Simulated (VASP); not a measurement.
Input of a VASP 6.6.1 run:

Contents of INCAR:

```
SYSTEM = PbS
PREC = Accurate
ENCUT = 520
EDIFF = 1E-7
ISMEAR = 0
SIGMA = 0.1
LREAL = .FALSE.
LASPH = .TRUE.
NELM = 60
ALGO = Normal
ISIF = 2
LWAVE = .FALSE.
LCHARG = .FALSE.
GGA = PE
IVDW = 12
NBANDS = 17
```

The input KPOINTS:

```
Automatic mesh
0
G
  12 12 12
  0 0 0
```

The input POSCAR:

```
PbS
1.0
    4.1122984357      0.0000000000      0.0000000000
   -2.0561492178      3.5613549133      0.0000000000
    0.0000000000      0.0000000000      3.7979276255
Pb S
1 1
Direct
    0.0000000000      0.0000000000      0.0000000000
    0.6666666667      0.3333333333      0.5000000000
```

Potentials or basis: VASP PAW PBE potentials, release 64 (Pb_d, S).

The run is started by

```sh
$ cat potpaw_PBE.64/Pb_d/POTCAR potpaw_PBE.64/S/POTCAR > POTCAR
$ mpirun -np 1 vasp_std > vasp.out
```

(1) Estimate the dispersion energy per atom.

(2) Predict the pressure.

(3) Predict the band gap on the k mesh.

Answers

(1) -0.325 eV.

(2) -2.6 GPa.

(3) zero (band 10 reaches 5.13 eV, above the bottom of band 11 at 4.77 eV).

Caveat: spin-orbit coupling is left out, which moves the levels of the heavy elements; pairwise dispersion overbinds metals, which lowers pressure and volume.
